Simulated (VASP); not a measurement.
# Pt (P6_3/mmc) in VASP: further runs

The runs below take Pt through single point, with PBE.

All numbers are computed with VASP 6.6.1; they aren't measurements. Logs are shortened: lines on timing, memory, paths and dates and some standing lists are left out, and cuts for length are marked.

### Step 1. The cell of the first run

The structure is hexagonal, space group P6_3/mmc (No. 194). The conventional cell has a = 2.735 Å, b = 2.735 Å, c = 4.717 Å, α = 90.00°, β = 90.00°, γ = 120.00°. Pt (site symmetry -6m2) has 12 Pt at 2.74 to 2.84 Å within 3.6 Å.

### Step 2. Single point, PBE (volume scaled by 0.97, then relaxed in part)

Contents of INCAR:

```
SYSTEM = Pt
PREC = Accurate
ENCUT = 520
EDIFF = 1E-6
ISMEAR = 0
SIGMA = 0.1
LREAL = .False.
LASPH = .True.
NELM = 100
ALGO = Normal
ISIF = 2
LWAVE = .False.
LCHARG = .False.
GGA = PE
NBANDS = 17
```

Contents of KPOINTS:

```
regular mesh
0
Gamma
  18 18 10
  0 0 0
```

Contents of POSCAR:

```
Pt
1.0
    2.7352018160      0.0000000000      0.0000000000
   -1.3676009080      2.3687542572      0.0000000000
    0.0000000000      0.0000000000      4.7174245660
Pt
2
Direct
    0.6666666667      0.3333333333      0.7500000000
    0.3333333333      0.6666666667      0.2500000000
```

Potentials or basis: VASP PAW PBE potentials, release 64 (Pt).

On the command line:

```sh
$ cat potpaw_PBE.64/Pt/POTCAR > POTCAR
$ mpirun -np 1 vasp_std > vasp.out
```

OUTCAR:

```text
SYSTEM = Pt
   PREC = Accurate
   ENCUT = 520
   EDIFF = 1E-6
   ISMEAR = 0
   LREAL = .False.
   LASPH = .True.
   NELM = 100
   ISIF = 2
   GGA = PE

 ion  position               nearest neighbor table
   1  0.667  0.333  0.750-   2 2.84   2 2.84   2 2.84   2 2.84   2 2.84   2 2.84
   2  0.333  0.667  0.250-   1 2.84   1 2.84   1 2.84   1 2.84   1 2.84   1 2.84

  LATTYP: Found a hexagonal cell.
 ALAT       =     2.7352018160
 C/A-ratio  =     1.7247080411

  Lattice vectors:

 A1 = (   2.7352018160,   0.0000000000,   0.0000000000)
 A2 = (  -1.3676009080,   2.3687542572,   0.0000000000)
 A3 = (   0.0000000000,   0.0000000000,   4.7174245660)

Analysis of symmetry for initial positions (statically):
=====================================================================
 Subroutine PRICEL returns:
 Original cell was already a primitive cell.

 Routine SETGRP: Setting up the symmetry group for a
 hexagonal supercell.

 Subroutine GETGRP returns: Found 24 space group operations
 (whereof 12 operations were pure point group operations)
 out of a pool of 24 trial point group operations.

The static configuration has the point symmetry D_3d.
 The point group associated with its full space group is D_6h.

Analysis of symmetry for dynamics (positions and initial velocities):
=====================================================================
 Subroutine PRICEL returns:
 Original cell was already a primitive cell.

 Routine SETGRP: Setting up the symmetry group for a
 hexagonal supercell.

 Subroutine GETGRP returns: Found 24 space group operations
 (whereof 12 operations were pure point group operations)
 out of a pool of 24 trial point group operations.

The dynamic configuration has the point symmetry D_3d.
 The point group associated with its full space group is D_6h.

 Subroutine INISYM returns: Found 24 space group operations
 (whereof 12 operations are pure point group operations),
 and found     1 'primitive' translations

----------------------------------------------------------------------------------------

                                     Primitive cell

  volume of cell :      30.5643

  direct lattice vectors                    reciprocal lattice vectors
     2.735201816  0.000000000  0.000000000     0.365603735  0.211081415  0.000000000
    -1.367600908  2.368754257  0.000000000     0.000000000  0.422162830  0.000000000
     0.000000000  0.000000000  4.717424566     0.000000000  0.000000000  0.211980072

  length of vectors
     2.735201816  2.735201816  4.717424566     0.422162830  0.422162830  0.211980072

  position of ions in fractional coordinates (direct lattice)
     0.666666667  0.333333333  0.750000000
     0.333333333  0.666666667  0.250000000

  ion indices of the primitive-cell ions
   primitive index   ion index
                 1           1
                 2           2

----------------------------------------------------------------------------------------

 KPOINTS: regular mesh

Automatic generation of k-mesh.
 Grid dimensions read from file:
 generate k-points for:   18   18   10

 Generating k-lattice:

  Cartesian coordinates                     Fractional coordinates (reciprocal lattice)
     0.020311319  0.011726745  0.000000000     0.055555556 -0.000000000  0.000000000
     0.000000000  0.023453491  0.000000000     0.000000000  0.055555556  0.000000000
     0.000000000  0.000000000  0.021198007     0.000000000  0.000000000  0.100000000

  Length of vectors
     0.023453491  0.023453491  0.021198007

  Shift w.r.t. Gamma in fractional coordinates (k-lattice)
     0.000000000  0.000000000  0.000000000

 Subroutine IBZKPT returns following result:
 ===========================================

 Found    222 irreducible k-points:

 Following reciprocal coordinates:
            Coordinates               Weight
  0.000000  0.000000  0.000000      1.000000
  0.055556  0.000000  0.000000      6.000000
  0.111111  0.000000  0.000000      6.000000
  0.166667 -0.000000  0.000000      6.000000
  0.222222  0.000000  0.000000      6.000000
  0.277778 -0.000000  0.000000      6.000000
[... 16 lines left out ...]
  0.333333  0.111111  0.000000     12.000000
  0.388889  0.111111  0.000000     12.000000
 [... further k-points ...]
   k-points           NKPTS =    222   k-points in BZ     NKDIM =    222   number of bands    NBANDS=     17
   number of dos      NEDOS =    301   number of ions     NIONS =      2
   total plane-waves  NPLWV =  14400
   dimension x,y,z NGX =    20 NGY =   20 NGZ =   36
   dimension x,y,z NGXF=    40 NGYF=   40 NGZF=   72
   ions per type =               2
   NGX,Y,Z   is equivalent  to a cutoff of  12.16, 12.16, 12.69 a.u.
   NGXF,Y,Z  is equivalent  to a cutoff of  24.31, 24.31, 25.37 a.u.
 SYSTEM =  Pt
   PREC   = accura    normal or accurate (medium, high low for compatibility)
   ISTART =      0    job   : 0-new  1-cont  2-samecut
   ICHARG =      2    charge: 1-file 2-atom 10-const
   ISPIN  =      1    spin polarized calculation?
   LNONCOLLINEAR =      F non collinear calculations
   LSORBIT =      F    spin-orbit coupling
   LASPH  =      T    aspherical Exc in radial PAW
   ENCUT  =  520.0 eV  38.22 Ry    6.18 a.u.   5.09  5.09  8.77*2*pi/ulx,y,z
   NELM   =    100;   NELMIN=  2; NELMDL= -5     # of ELM steps
   EDIFF  = 0.1E-05   stopping-criterion for ELM
   LREAL  =      F    real-space projection
   EDIFFG = 0.1E-04   stopping-criterion for IOM
   NSW    =      0    number of steps for IOM
   IBRION =     -1    ionic relax: 0-MD 1-quasi-New 2-CG
   NFREE  =      0    steps in history (QN), initial steepest desc. (CG)
   ISIF   =      2    stress and relaxation
   ISYM   =      2    0-nonsym 1-usesym 2-fastsym
   POTIM  = 0.5000    time-step for ionic-motion
   TEBEG  =    0.0;   TEEND  =   0.0 temperature during run
   PSTRESS=    0.0 pullay stress
   NELECT =      20.0000    total number of electrons
   NUPDOWN=      -1.0000    fix difference up-down
   EMIN   =  10.00;   EMAX   =-10.00  energy-range for DOS
   EFERMI =   0.00;   METHOD = LEGACY
   ISMEAR =     0;   SIGMA  =   0.10  broadening in eV -4-tet -1-fermi 0-gaus
   EFERMI_NEDOS =   21; number of points for ismear=-14 and -15
   IALGO  =     38    algorithm
   IMIX   =      4    mixing-type and parameters
     AMIX     =   0.40;   BMIX     =  1.00
     AMIX_MAG =   1.60;   BMIX_MAG =  1.00
  volume/ion in A,a.u.               =      15.28       103.13
  Fermi-wavevector in a.u.,A,eV,Ry     =   1.421281  2.685832 27.484321  2.020041
  Thomas-Fermi vector in A             =   2.542108
   LORBIT       =      0    0 simple, 1 ext, 2 COOP (PROOUT), +10 PAW based schemes
   GGA     = PE    functional components
   LHFCALC =     F    Hartree Fock is set to
   AEXX    =    0.0000 exact exchange contribution
   IVDW    =     0    specifies the selected vdW correction
   LEPSILON=     F    determine dielectric tensor
   LRPA    =     F    only Hartree local field effects (RPA)
 non-spin polarized calculation
 Gauss-broadening in eV      SIGMA  =   0.10
  energy-cutoff  :      520.00
  volume of cell :       30.56
 maximum number of plane-waves:       845
   NGX = 11   NGY = 11   NGZ = 17

 number of electron      20.0000000 magnetization

 Free energy of the ion-electron system (eV)
  ---------------------------------------------------
  ext. energy  EPLUGINS =         0.00000000
  ---------------------------------------------------
  free energy    TOTEN  =       -12.06922270 eV

  energy without entropy =      -12.05033355  energy(sigma->0) =      -12.05977813

 E-fermi :  10.9834     XC(G=0): -13.4067

 val. band max:       10.9829808130   @ k =   0.2222   0.1667   0.4000
 cond. band min:      10.9853756270   @ k =   0.3889   0.1667   0.1000
 fundamental gap:      0.0023948140
 Fermi energy:        10.9834449392

 k-point     1 :       0.0000    0.0000    0.0000
  band No.  band energies     occupation
      1       0.9404      2.00000
      2       3.6342      2.00000
      3       6.8903      2.00000
      4       7.3872      2.00000
      5       7.3872      2.00000
      6       7.7834      2.00000
[... 9 lines left out ...]
     16      28.2828      0.00000
     17      32.3190      0.00000

 k-point     2 :       0.0556    0.0000    0.0000
  band No.  band energies     occupation
      1       1.0558      2.00000
      2       3.7407      2.00000
      3       6.8746      2.00000
      4       7.3855      2.00000
      5       7.4765      2.00000
      6       7.7247      2.00000
[... 9 lines left out ...]
     16      28.4482      0.00000
     17      31.6209      0.00000

 k-point     3 :       0.1111    0.0000    0.0000
  band No.  band energies     occupation
      1       1.3932      2.00000
      2       4.0409      2.00000
      3       6.7718      2.00000
      4       7.4153      2.00000
      5       7.6193      2.00000
      6       7.7400      2.00000
[... 9 lines left out ...]
     16      28.7068      0.00000
     17      30.4820      0.00000

 k-point     4 :       0.1667   -0.0000    0.0000
  band No.  band energies     occupation
      1       1.9239      2.00000
      2       4.4603      2.00000
      3       6.6018      2.00000
      4       7.2548      2.00000
      5       7.4837      2.00000
      6       7.8232      2.00000
[... 9 lines left out ...]
     16      28.7081      0.00000
     17      29.1529      0.00000
[... 343 lines left out ...]
      1       4.1960      2.00000
      2       5.0301      2.00000
      3       5.6589      2.00000
      4       6.6677      2.00000
      5       7.3680      2.00000
      6       7.4387      2.00000
[... 9 lines left out ...]
     16      26.1507      0.00000
     17      27.1405      0.00000

 k-point    23 :       0.3333    0.1111    0.0000
  band No.  band energies     occupation
      1       4.5301      2.00000
      2       4.8294      2.00000
      3       5.3438      2.00000
      4       7.0953      2.00000
      5       7.3639      2.00000
      6       7.7518      2.00000
[... 9 lines left out ...]
     16      25.0566      0.00000
     17      25.5103      0.00000

 k-point    24 :       0.3889    0.1111    0.0000
  band No.  band energies     occupation
      1       4.6230      2.00000
      2       4.7156      2.00000
      3       5.1516      2.00000
      4       7.3738      2.00000
      5       7.5684      2.00000
      6       7.6417      2.00000
[... 9 lines left out ...]
     16      23.4702      0.00000
     17      25.0076      0.00000

 [... further k-points ...]
[... 5 lines left out ...]
  --------------------------------------------------------------------------------------
  -------------------------------------------------------------------------------------
  Total        1.4235402      1.4235402      1.3980890      0.0000000      0.0000000      0.0000000
  in kB       74.6218414     74.6218414     73.2876908      0.0000000      0.0000000      0.0000000
  external PRESSURE =      74.1771246 kB  Pullay stress =       0.0000000 kB

 VOLUME and BASIS-vectors are now :
 -----------------------------------------------------------------------------
  energy-cutoff  :      520.00
  volume of cell :       30.56
      direct lattice vectors                 reciprocal lattice vectors
     2.735201816  0.000000000  0.000000000     0.365603735  0.211081415  0.000000000
    -1.367600908  2.368754257  0.000000000     0.000000000  0.422162830  0.000000000
     0.000000000  0.000000000  4.717424566     0.000000000  0.000000000  0.211980072

 POSITION                                       TOTAL-FORCE (eV/Angst)
 -----------------------------------------------------------------------------------
      1.36760      0.78958      3.53807        -0.000000     -0.000000      0.000000
     -0.00000      1.57917      1.17936         0.000000      0.000000      0.000000
 -----------------------------------------------------------------------------------
    total drift:                               -0.000000      0.000000     -0.000000

  FREE ENERGIE OF THE ION-ELECTRON SYSTEM (eV)
  ---------------------------------------------------
  free  energy   TOTEN  =       -12.0692227047 eV

  energy  without entropy=      -12.0503335455  energy(sigma->0) =      -12.05977813
```

It took 30 s on 1 thread of Intel Xeon 6975P-C (Granite Rapids), shared host; peak memory 0.21 GiB.

What came out:

```
Free energy            : -12.0692 eV
Pressure               : 7.4 GPa
Band gap on the k mesh : zero (band 10 reaches 11.49 eV, above the bottom of band 11 at 10.14 eV)
```

Caveat: the cell differs from its parent crystal (volume scaled by 0.97, then relaxed in part); spin-orbit coupling is left out, which moves the levels of the heavy elements.

### Step 3. Single point, PBE

This run uses another cell than the first one, of 15.75 Å³/atom, 1.031 times its volume.

Contents of INCAR:

```
SYSTEM = Pt
  PREC = Accurate
  ENCUT = 520
  EDIFF = 1E-6
  ISMEAR = 0
  SIGMA = 0.1
  LREAL = .False.
  LASPH = .True.
  NELM = 80
  ALGO = Normal
  ISIF = 2
  LWAVE = .False.
  LCHARG = .True.
  GGA = PE
  LELF = .True.
  LVHAR = .True.
  NBANDS = 17
```

KPOINTS is that of step 2.

Contents of POSCAR:

```
Pt
1.0
    2.7585395942      0.0000000000      0.0000000000
   -1.3792697971      2.3889653659      0.0000000000
    0.0000000000      0.0000000000      4.7813830595
Pt
2
Direct
    0.6666666667      0.3333333333      0.7500000000
    0.3333333333      0.6666666667      0.2500000000
```

Potentials or basis: VASP PAW PBE potentials, release 64 (Pt).

On the command line:

```sh
$ cat potpaw_PBE.64/Pt/POTCAR > POTCAR
$ mpirun -np 1 vasp_std > vasp.out
```

Wall time 29 s (1 thread of Intel Xeon 6975P-C (Granite Rapids), shared host); peak memory 0.22 GiB.

Results (log left out):

| Property | Result |
| --- | --- |
| Free energy | -12.0898 eV |
| Pressure | -0.5 GPa |
| Band gap on the k mesh | zero (band 10 reaches 10.91 eV, above the bottom of band 11 at 9.62 eV) |

Stress tensor (GPa, compression positive):
```
-0.43  0.00  0.00
 0.00 -0.43  0.00
 0.00  0.00 -0.62
```

Levels at points of the mesh, in eV from the Fermi level:
| k point | band 7 | band 8 | band 9 | band 10 | band 11 | band 12 | band 13 | band 14 |
| --- | --- | --- | --- | --- | --- | --- | --- | --- |
| (0.00, 0.00, 0.00) | -3.06 | -1.80 | -1.80 | -0.70 | -0.22 | -0.22 | 4.72 | 15.12 |
| (0.50, 0.00, 0.00) | -2.59 | 0.01 | 0.29 | 0.49 | 2.28 | 3.75 | 7.29 | 8.86 |
| (0.00, 0.00, 0.50) | -3.42 | -3.42 | -0.79 | -0.79 | -0.79 | -0.79 | 11.97 | 11.97 |
| (0.50, 0.00, 0.50) | -0.84 | -0.84 | 0.41 | 0.41 | 1.71 | 1.71 | 6.48 | 6.48 |

Caveat: spin-orbit coupling is left out, which moves the levels of the heavy elements.

[end of part 1 of 2]
